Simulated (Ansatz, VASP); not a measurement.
## Two plane-wave programs on Au

```
CELL_PARAMETERS angstrom
0.00000 2.07491 2.07491
2.07491 0.00000 2.07491
2.07491 2.07491 0.00000
ATOMIC_POSITIONS crystal
Au 0.00000 0.00000 0.00000
```

Alike in both runs: task single point; functional LDA; k mesh 11 × 11 × 11; occupations fermi-dirac, width 0.05 eV; non-collinear spin, spin-orbit coupling.

```csv
,VASP,Ansatz
version,VASP 6.6.1,Ansatz 0.2.0
potentials or method,"VASP PAW LDA potentials, release 64 (Au_sv_GW)",Ansatz PAW
plane-wave cutoff (eV),540,420
valence electrons in the cell,19,19
```

|  | VASP | Ansatz | Ansatz less VASP |
| --- | --- | --- | --- |
| pressure (GPa) | -11.7 | -13.1 | -1.39 |

LDA's correlation is that of Perdew and Zunger in VASP and of Perdew and Wang (1992) in Ansatz.
